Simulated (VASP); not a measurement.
# AlRu (P4/mmm) in VASP: notebook

AlRu is run at these levels: PBE; tasks: single point.

Everything below comes from runs of VASP 6.6.1. Logs are shortened: lines on timing, memory, paths and dates and some standing lists are left out, and cuts for length are marked.

### 1 The cell of the first run

It takes space group P4/mmm (No. 123, tetragonal). Conventional cell: a = 3.036 Å, b = 3.036 Å, c = 3.081 Å, α = 90.00°, β = 90.00°, γ = 90.00°. Within 3.5 Å of Al (site symmetry 4/mmm) lie 8 Ru at 2.64 Å and 6 Al at 3.04 to 3.08 Å. Ru (site symmetry 4/mmm) has 8 Al at 2.64 Å and 6 Ru at 3.04 to 3.08 Å within 3.5 Å.

### 2 Single point, PBE (strain +0.015 along x and y, +0.030 along z)

Input file INCAR:

```
PREC = Accurate
ENCUT = 520
EDIFF = 1E-7
ISMEAR = 0
SIGMA = 0.15
LREAL = F
LASPH = T
NELM = 80
ALGO = Fast
ISIF = 2
LWAVE = F
LCHARG = T
GGA = PE
LELF = T
LVHAR = T
NBANDS = 16
```

Input file KPOINTS:

```
regular mesh
0
Gamma
  16 16 16
```

Input file POSCAR:

```
AlRu
1.0
    3.0364740000      0.0000000000      0.0000000000
    0.0000000000      3.0364740000      0.0000000000
    0.0000000000      0.0000000000      3.0813480000
Al Ru
1 1
Direct
    0.0000000000      0.0000000000      0.0000000000
    0.5000000000      0.5000000000      0.5000000000
```

Potentials or basis: VASP PAW PBE potentials, release 64 (Al, Ru_pv).

Launch:

```
> cat potpaw_PBE.64/Al/POTCAR potpaw_PBE.64/Ru_pv/POTCAR > POTCAR
> mpirun -np 1 vasp_std > vasp.out
```

OUTCAR:

```text
PREC = Accurate
   ENCUT = 520
   EDIFF = 1E-7
   ISMEAR = 0
   LREAL = F
   LASPH = T
   NELM = 80
   ISIF = 2
   GGA = PE

 ion  position               nearest neighbor table
   1  0.000  0.000  0.000-   2 2.64   2 2.64   2 2.64   2 2.64   2 2.64   2 2.64   2 2.64   2 2.64

   2  0.500  0.500  0.500-   1 2.64   1 2.64   1 2.64   1 2.64   1 2.64   1 2.64   1 2.64   1 2.64

  LATTYP: Found a simple tetragonal cell.
 ALAT       =     3.0364740000
 C/A-ratio  =     1.0147783251

  Lattice vectors:

 A1 = (   3.0364740000,   0.0000000000,   0.0000000000)
 A2 = (   0.0000000000,   3.0364740000,   0.0000000000)
 A3 = (   0.0000000000,   0.0000000000,   3.0813480000)

Analysis of symmetry for initial positions (statically):
=====================================================================
 Subroutine PRICEL returns:
 Original cell was already a primitive cell.

 Routine SETGRP: Setting up the symmetry group for a
 simple tetragonal supercell.

 Subroutine GETGRP returns: Found 16 space group operations
 (whereof 16 operations were pure point group operations)
 out of a pool of 16 trial point group operations.

The static configuration has the point symmetry D_4h.

Analysis of symmetry for dynamics (positions and initial velocities):
=====================================================================
 Subroutine PRICEL returns:
 Original cell was already a primitive cell.

 Routine SETGRP: Setting up the symmetry group for a
 simple tetragonal supercell.

 Subroutine GETGRP returns: Found 16 space group operations
 (whereof 16 operations were pure point group operations)
 out of a pool of 16 trial point group operations.

The dynamic configuration has the point symmetry D_4h.

 Subroutine INISYM returns: Found 16 space group operations
 (whereof 16 operations are pure point group operations),
 and found     1 'primitive' translations

----------------------------------------------------------------------------------------

                                     Primitive cell

  volume of cell :      28.4106

  direct lattice vectors                    reciprocal lattice vectors
     3.036474000  0.000000000  0.000000000     0.329329347  0.000000000  0.000000000
     0.000000000  3.036474000  0.000000000     0.000000000  0.329329347  0.000000000
     0.000000000  0.000000000  3.081348000     0.000000000  0.000000000  0.324533289

  length of vectors
     3.036474000  3.036474000  3.081348000     0.329329347  0.329329347  0.324533289

  position of ions in fractional coordinates (direct lattice)
     0.000000000  0.000000000  0.000000000
     0.500000000  0.500000000  0.500000000

  ion indices of the primitive-cell ions
   primitive index   ion index
                 1           1
                 2           2

----------------------------------------------------------------------------------------

 KPOINTS: regular mesh

Automatic generation of k-mesh.
 Grid dimensions read from file:
 generate k-points for:   16   16   16

 Generating k-lattice:

  Cartesian coordinates                     Fractional coordinates (reciprocal lattice)
     0.020583084  0.000000000  0.000000000     0.062500000  0.000000000  0.000000000
     0.000000000  0.020583084  0.000000000     0.000000000  0.062500000  0.000000000
     0.000000000  0.000000000  0.020283331     0.000000000  0.000000000  0.062500000

  Length of vectors
     0.020583084  0.020583084  0.020283331

  Shift w.r.t. Gamma in fractional coordinates (k-lattice)
     0.000000000  0.000000000  0.000000000

 Subroutine IBZKPT returns following result:
 ===========================================

 Found    405 irreducible k-points:

 Following reciprocal coordinates:
            Coordinates               Weight
  0.000000  0.000000  0.000000      1.000000
  0.062500  0.000000  0.000000      4.000000
  0.125000  0.000000  0.000000      4.000000
  0.187500  0.000000  0.000000      4.000000
  0.250000  0.000000  0.000000      4.000000
  0.312500  0.000000  0.000000      4.000000
[... 16 lines left out ...]
  0.437500  0.125000  0.000000      8.000000
  0.500000  0.125000  0.000000      4.000000
 [... further k-points ...]
   k-points           NKPTS =    405   k-points in BZ     NKDIM =    405   number of bands    NBANDS=     16
   number of dos      NEDOS =    301   number of ions     NIONS =      2
   total plane-waves  NPLWV =  13824
   dimension x,y,z NGX =    24 NGY =   24 NGZ =   24
   dimension x,y,z NGXF=    48 NGYF=   48 NGZF=   48
   ions per type =               1   1
   NGX,Y,Z   is equivalent  to a cutoff of  13.14, 13.14, 12.95 a.u.
   NGXF,Y,Z  is equivalent  to a cutoff of  26.28, 26.28, 25.90 a.u.
 SYSTEM =  unknown system
   PREC   = accura    normal or accurate (medium, high low for compatibility)
   ISTART =      0    job   : 0-new  1-cont  2-samecut
   ICHARG =      2    charge: 1-file 2-atom 10-const
   ISPIN  =      1    spin polarized calculation?
   LNONCOLLINEAR =      F non collinear calculations
   LSORBIT =      F    spin-orbit coupling
   LASPH  =      T    aspherical Exc in radial PAW
   ENCUT  =  520.0 eV  38.22 Ry    6.18 a.u.   5.65  5.65  5.73*2*pi/ulx,y,z
   NELM   =     80;   NELMIN=  2; NELMDL= -5     # of ELM steps
   EDIFF  = 0.1E-06   stopping-criterion for ELM
   LREAL  =      F    real-space projection
   EDIFFG = 0.1E-05   stopping-criterion for IOM
   NSW    =      0    number of steps for IOM
   IBRION =     -1    ionic relax: 0-MD 1-quasi-New 2-CG
   NFREE  =      0    steps in history (QN), initial steepest desc. (CG)
   ISIF   =      2    stress and relaxation
   ISYM   =      2    0-nonsym 1-usesym 2-fastsym
   POTIM  = 0.5000    time-step for ionic-motion
   TEBEG  =    0.0;   TEEND  =   0.0 temperature during run
   PSTRESS=    0.0 pullay stress
   NELECT =      17.0000    total number of electrons
   NUPDOWN=      -1.0000    fix difference up-down
   EMIN   =  10.00;   EMAX   =-10.00  energy-range for DOS
   EFERMI =   0.00;   METHOD = LEGACY
   ISMEAR =     0;   SIGMA  =   0.15  broadening in eV -4-tet -1-fermi 0-gaus
   EFERMI_NEDOS =   21; number of points for ismear=-14 and -15
   IALGO  =     68    algorithm
   IMIX   =      4    mixing-type and parameters
     AMIX     =   0.40;   BMIX     =  1.00
     AMIX_MAG =   1.60;   BMIX_MAG =  1.00
  volume/ion in A,a.u.               =      14.21        95.86
  Fermi-wavevector in a.u.,A,eV,Ry     =   1.379530  2.606934 25.893292  1.903103
  Thomas-Fermi vector in A             =   2.504491
   LORBIT       =      0    0 simple, 1 ext, 2 COOP (PROOUT), +10 PAW based schemes
   GGA     = PE    functional components
   LHFCALC =     F    Hartree Fock is set to
   AEXX    =    0.0000 exact exchange contribution
   IVDW    =     0    specifies the selected vdW correction
   LEPSILON=     F    determine dielectric tensor
   LRPA    =     F    only Hartree local field effects (RPA)
 non-spin polarized calculation
 RMM-DIIS sequential band-by-band and
 Gauss-broadening in eV      SIGMA  =   0.15
  energy-cutoff  :      520.00
  volume of cell :       28.41
 maximum number of plane-waves:       784
 NGX is ok and might be reduce to    24
   NGX = 11   NGY = 11   NGZ = 11

 number of electron      17.0000004 magnetization

 Free energy of the ion-electron system (eV)
  ---------------------------------------------------
  ext. energy  EPLUGINS =         0.00000000
  ---------------------------------------------------
  free energy    TOTEN  =       -14.22933332 eV

  energy without entropy =      -14.20878382  energy(sigma->0) =      -14.21905857

 E-fermi :   9.9165     XC(G=0): -12.2649

 val. band max:        9.9151592517   @ k =   0.3125   0.1250   0.0000
 cond. band min:       9.9169768079   @ k =   0.4375   0.1250   0.0625
 fundamental gap:      0.0018175562
 Fermi energy:         9.9164633611

 k-point     1 :       0.0000    0.0000    0.0000
  band No.  band energies     occupation
      1     -31.8574      2.00000
      2     -31.8430      2.00000
      3     -31.8430      2.00000
      4       0.5706      2.00000
      5       6.6426      2.00000
      6       6.6482      2.00000
[... 8 lines left out ...]
     15      22.0415      0.00000
     16      23.9167      0.00000

 k-point     2 :       0.0625    0.0000    0.0000
  band No.  band energies     occupation
      1     -31.8569      2.00000
      2     -31.8498      2.00000
      3     -31.8425      2.00000
      4       0.6425      2.00000
      5       6.6680      2.00000
      6       6.6721      2.00000
[... 8 lines left out ...]
     15      22.0418      0.00000
     16      24.1699      0.00000

 k-point     3 :       0.1250    0.0000    0.0000
  band No.  band energies     occupation
      1     -31.8689      2.00000
      2     -31.8552      2.00000
      3     -31.8409      2.00000
      4       0.8562      2.00000
      5       6.7281      2.00000
      6       6.7415      2.00000
[... 8 lines left out ...]
     15      22.0428      0.00000
     16      24.9721      0.00000

 k-point     4 :       0.1875    0.0000    0.0000
  band No.  band energies     occupation
      1     -31.8974      2.00000
      2     -31.8528      2.00000
      3     -31.8384      2.00000
      4       1.2049      2.00000
      5       6.7662      2.00000
      6       6.8539      2.00000
[... 8 lines left out ...]
     15      22.0456      0.00000
     16      26.2890      0.00000

 k-point     5 :       0.2500    0.0000    0.0000
  band No.  band energies     occupation
      1     -31.9309      2.00000
      2     -31.8499      2.00000
      3     -31.8356      2.00000
      4       1.6781      2.00000
      5       6.6987      2.00000
      6       6.9928      2.00000
[... 8 lines left out ...]
     15      22.1291      0.00000
     16      25.6232      0.00000

 k-point     6 :       0.3125    0.0000    0.0000
  band No.  band energies     occupation
      1     -31.9642      2.00000
      2     -31.8470      2.00000
      3     -31.8328      2.00000
      4       2.2615      2.00000
      5       6.4305      2.00000
      6       7.1395      2.00000
[... 8 lines left out ...]
     15      22.3622      0.00000
     16      24.4555      0.00000

 k-point     7 :       0.3750    0.0000    0.0000
  band No.  band energies     occupation
      1     -31.9924      2.00000
      2     -31.8445      2.00000
      3     -31.8304      2.00000
      4       2.9372      2.00000
      5       5.9275      2.00000
      6       7.2709      2.00000
[... 8 lines left out ...]
     15      23.3434      0.00000
     16      23.6267      0.00000

 k-point     8 :       0.4375    0.0000    0.0000
  band No.  band energies     occupation
      1     -32.0111      2.00000
      2     -31.8429      2.00000
      3     -31.8288      2.00000
      4       3.6800      2.00000
      5       5.2480      2.00000
      6       7.3627      2.00000
[... 8 lines left out ...]
     15      22.6109      0.00000
     16      22.6650      0.00000

 k-point     9 :       0.5000    0.0000    0.0000
  band No.  band energies     occupation
      1     -32.0177      2.00000
      2     -31.8423      2.00000
      3     -31.8282      2.00000
      4       4.3640      2.00000
      5       4.5768      2.00000
      6       7.3958      2.00000
[... 8 lines left out ...]
     15      22.0135      0.00000
     16      22.7097      0.00000
[... 172 lines left out ...]
 k-point    19 :       0.1875    0.1250    0.0000
  band No.  band energies     occupation
      1     -31.8950      2.00000
      2     -31.8640      2.00000
      3     -31.8505      2.00000
      4       1.4750      2.00000
      5       6.8674      2.00000
      6       6.9587      2.00000
[... 8 lines left out ...]
     15      22.7015      0.00000
     16      25.8043      0.00000

 k-point    20 :       0.2500    0.1250    0.0000
  band No.  band energies     occupation
      1     -31.9283      2.00000
      2     -31.8610      2.00000
      3     -31.8477      2.00000
      4       1.9345      2.00000
      5       6.8000      2.00000
      6       7.0977      2.00000
[... 8 lines left out ...]
     15      23.2577      0.00000
     16      24.6785      0.00000

 k-point    21 :       0.3125    0.1250    0.0000
  band No.  band energies     occupation
      1     -31.9614      2.00000
      2     -31.8579      2.00000
      3     -31.8448      2.00000
      4       2.4988      2.00000
      5       6.5121      2.00000
      6       7.2508      2.00000
[... 8 lines left out ...]
     15      23.7984      0.00000
     16      24.3524      0.00000

 k-point    22 :       0.3750    0.1250    0.0000
  band No.  band energies     occupation
      1     -31.9894      2.00000
      2     -31.8554      2.00000
      3     -31.8423      2.00000
      4       3.1490      2.00000
      5       6.0014      2.00000
      6       7.3973      2.00000
[... 8 lines left out ...]
     15      23.2749      0.00000
     16      24.1293      0.00000

 k-point    23 :       0.4375    0.1250    0.0000
  band No.  band energies     occupation
      1     -32.0080      2.00000
      2     -31.8536      2.00000
      3     -31.8407      2.00000
      4       3.8607      2.00000
      5       5.3425      2.00000
      6       7.5096      2.00000
[... 8 lines left out ...]
     15      22.2623      0.00000
     16      24.3973      0.00000

 k-point    24 :       0.5000    0.1250    0.0000
  band No.  band energies     occupation
      1     -32.0145      2.00000
      2     -31.8530      2.00000
      3     -31.8401      2.00000
      4       4.5436      2.00000
      5       4.6717      2.00000
      6       7.5535      2.00000
[... 8 lines left out ...]
     15      21.4655      0.00000
     16      24.5163      0.00000

 [... further k-points ...]
[... 5 lines left out ...]
  --------------------------------------------------------------------------------------
  -------------------------------------------------------------------------------------
  Total       -1.4016685     -1.4016685     -1.7756780      0.0000000      0.0000000      0.0000000
  in kB      -79.0452931    -79.0452931   -100.1370771      0.0000000      0.0000000      0.0000000
  external PRESSURE =     -86.0758878 kB  Pullay stress =       0.0000000 kB

 VOLUME and BASIS-vectors are now :
 -----------------------------------------------------------------------------
  energy-cutoff  :      520.00
  volume of cell :       28.41
      direct lattice vectors                 reciprocal lattice vectors
     3.036474000  0.000000000  0.000000000     0.329329347  0.000000000  0.000000000
     0.000000000  3.036474000  0.000000000     0.000000000  0.329329347  0.000000000
     0.000000000  0.000000000  3.081348000     0.000000000  0.000000000  0.324533289

 POSITION                                       TOTAL-FORCE (eV/Angst)
 -----------------------------------------------------------------------------------
      0.00000      0.00000      0.00000         0.000000      0.000000      0.000000
      1.51824      1.51824      1.54067         0.000000      0.000000      0.000000
 -----------------------------------------------------------------------------------
    total drift:                                0.000000     -0.000000     -0.000000

  FREE ENERGIE OF THE ION-ELECTRON SYSTEM (eV)
  ---------------------------------------------------
  free  energy   TOTEN  =       -14.2293333187 eV

  energy  without entropy=      -14.2087838203  energy(sigma->0) =      -14.21905857
```

Run time: 64 s. Hardware: 1 thread of Intel Xeon Platinum 8488C (Sapphire Rapids), shared host; peak memory 0.28 GiB.

Results:

```yaml
Free_energy: -14.2293 eV
Pressure: -8.6 GPa
```

Stress tensor (GPa, compression positive):
```
 -7.90   0.00   0.00
  0.00  -7.90   0.00
  0.00   0.00 -10.01
```

Caveat: the cell differs from its parent crystal (strain +0.015 along x and y, +0.030 along z).

### 3 Single point, PBE (strain +0.030 along x and y, +0.015 along z)

Input file INCAR:

```
SYSTEM = AlRu
PREC = Accurate
ENCUT = 520
EDIFF = 1E-6
ISMEAR = 0
SIGMA = 0.15
LREAL = .False.
LASPH = .True.
NELM = 80
ALGO = Fast
ISIF = 2
LWAVE = .False.
LCHARG = .False.
GGA = PE
NBANDS = 16
```

Input file KPOINTS:

```
Automatic mesh
0
Gamma
  16 16 16
  0 0 0
```

Input file POSCAR:

```
AlRu
1.0
    3.0813480000      0.0000000000      0.0000000000
    0.0000000000      3.0813480000      0.0000000000
    0.0000000000      0.0000000000      3.0364740000
Al Ru
1 1
Direct
    0.0000000000      0.0000000000      0.0000000000
    0.5000000000      0.5000000000      0.5000000000
```

Potentials or basis: VASP PAW PBE potentials, release 64 (Al, Ru_pv).

Launch:

```
> cat potpaw_PBE.64/Al/POTCAR potpaw_PBE.64/Ru_pv/POTCAR > POTCAR
> mpirun -np 1 vasp_std > vasp.out
```

It took 52 s on 1 thread of Intel Xeon Platinum 8488C (Sapphire Rapids), shared host; peak memory 0.29 GiB.

It converged, with:

| Quantity | Value |
| --- | --- |
| Free energy | -14.2038 eV |
| Pressure | -11.0 GPa |

Stress tensor (GPa, compression positive):
```
-11.65   0.00   0.00
  0.00 -11.65   0.00
  0.00   0.00  -9.57
```

Levels at points of the mesh, in eV from the Fermi level:
| k point | band 5 | band 6 | band 7 | band 8 | band 9 | band 10 | band 11 | band 12 | band 13 | band 14 |
| --- | --- | --- | --- | --- | --- | --- | --- | --- | --- | --- |
| (0.00, 0.00, 0.00) | -3.20 | -3.20 | 0.09 | 0.17 | 0.17 | 5.57 | 5.57 | 6.00 | 10.50 | 10.55 |
| (0.50, 0.00, 0.00) | -5.41 | -2.50 | -1.52 | -1.36 | 0.38 | 1.94 | 7.46 | 10.50 | 10.88 | 11.70 |
| (0.50, 0.50, 0.00) | -2.83 | -1.37 | -1.37 | -0.97 | -0.97 | 1.29 | 4.70 | 5.44 | 10.21 | 14.15 |
| (0.00, 0.00, 0.50) | -5.26 | -2.44 | -1.52 | -1.52 | 0.33 | 2.17 | 7.45 | 10.52 | 10.52 | 11.78 |
| (0.50, 0.00, 0.50) | -2.77 | -1.34 | -1.25 | -1.11 | -1.07 | 1.37 | 4.90 | 5.52 | 9.89 | 13.90 |
| (0.50, 0.50, 0.50) | -4.25 | -4.23 | 1.38 | 1.47 | 2.11 | 3.93 | 3.93 | 4.01 | 7.72 | 7.91 |

Caveat: the cell differs from its parent crystal (strain +0.030 along x and y, +0.015 along z).
